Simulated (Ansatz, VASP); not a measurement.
## Two plane-wave programs on Ni

```
Ni
1.0
     2.41279    0.00000    0.00000
    -1.20640    2.08954    0.00000
     0.00000    0.00000    3.97982
Ni
2
Direct
  0.33333 0.66667 0.25000
  0.66667 0.33333 0.75000
```

Alike in both runs: task single point; functional r2SCAN; k mesh 17 × 17 × 9; occupations fermi-dirac, width 0.1 eV; no spin polarisation.

|  | VASP | Ansatz |
| --- | --- | --- |
| version | VASP 6.6.1 | Ansatz 0.2.0 |
| potentials or method | VASP PAW PBE potentials, release 64 (Ni), cutoff 520 eV | plane waves (500 eV) with PAW, scalar-relativistic |
| valence electrons in the cell | 20 | 36 |

Ansatz gave:

- pressure (GPa): 10.2
- traceless stress, the component that is largest in VASP (GPa): 0.01

Problem. Which values does VASP return?

Solution. Pressure (GPa): 10.8; traceless stress, the component that is largest in VASP (GPa): -0.09.

VASP's potentials were made for PBE, not for r2SCAN. VASP's potentials hold 20 valence electrons a cell and Ansatz's 36, so a difference there can come from the potentials and not from the codes.
